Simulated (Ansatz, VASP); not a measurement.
## Cr: VASP beside Ansatz

The input INCAR:

```
SYSTEM = Cr
PREC = Accurate
ENCUT = 520
EDIFF = 1E-7
ISMEAR = -1
SIGMA = 0.1
LREAL = .False.
LASPH = .True.
NELM = 100
ALGO = Normal
ISIF = 2
LWAVE = .False.
LCHARG = .False.
GGA = PS
NBANDS = 32
```

The input KPOINTS:

```
Automatic mesh
0
Gamma
  16 16 4
  0 0 0
```

The input POSCAR:

```
Cr
1.0
    2.4730684377      0.0000000000      0.0000000000
   -1.2365342188      2.1417400923      0.0000000000
    0.0000000000      0.0000000000      8.6707878933
Cr
4
Direct
    1.0000000000      0.0000000000      0.0000000000
    1.0000000000      0.0000000000      0.5000000000
    0.3333333333      0.6666666667      0.2500000000
    0.6666666667      0.3333333333      0.7500000000
```

Input for Ansatz:

```yaml
crystal:
  lattice:
    - [2.4730684377, 0.0, 0.0]
    - [-1.2365342188, 2.1417400923, 0.0]
    - [0.0, 0.0, 8.6707878933]
  atoms:
    - { symbol: Cr, position: [1.0, 0.0, 0.0] }
    - { symbol: Cr, position: [1.0, 0.0, 0.5] }
    - { symbol: Cr, position: [0.3333333333, 0.6666666667, 0.25] }
    - { symbol: Cr, position: [0.6666666667, 0.3333333333, 0.75] }
hamiltonian:
  xc: pbesol
  pseudopotentials:
    kind: paw
    azcp:
      Cr: "pseudopotentials/Cr.paw.azcp"
basis:
  ecutwfc: 420
  fft_grid_basis: typed
kpoints:
  mp_grid: { grid: [16, 16, 4], shift: [0, 0, 0] }
magnetization:
  spin_polarized: false
scf:
  occupations: { method: fermi_dirac, width: 0.1 }
  lower_state_search: "off"
output:
  stress: true
```

Alike in both runs: task single point; functional PBEsol; k mesh 16 × 16 × 4; occupations fermi-dirac, width 0.1 eV; no spin polarisation.

|  | VASP | Ansatz |
| --- | --- | --- |
| version | VASP 6.6.1 | Ansatz 0.2.0 |
| potentials or method | VASP PAW PBE potentials, release 64 (Cr_pv), cutoff 520 eV | plane waves (420 eV) with PAW, scalar-relativistic |
| valence electrons in the cell | 48 | 56 |

|  | VASP | Ansatz | Ansatz less VASP |
| --- | --- | --- | --- |
| pressure (GPa) | -0.5 | 0.0 | +0.50 |
| traceless stress, the component that is largest in VASP (GPa) | -0.02 | -0.10 | -0.073 |

VASP's potentials were made for PBE, not for PBEsol, and Ansatz warns of the same on its side. VASP's potentials hold 48 valence electrons a cell and Ansatz's 56, so a difference there can come from the potentials and not from the codes.
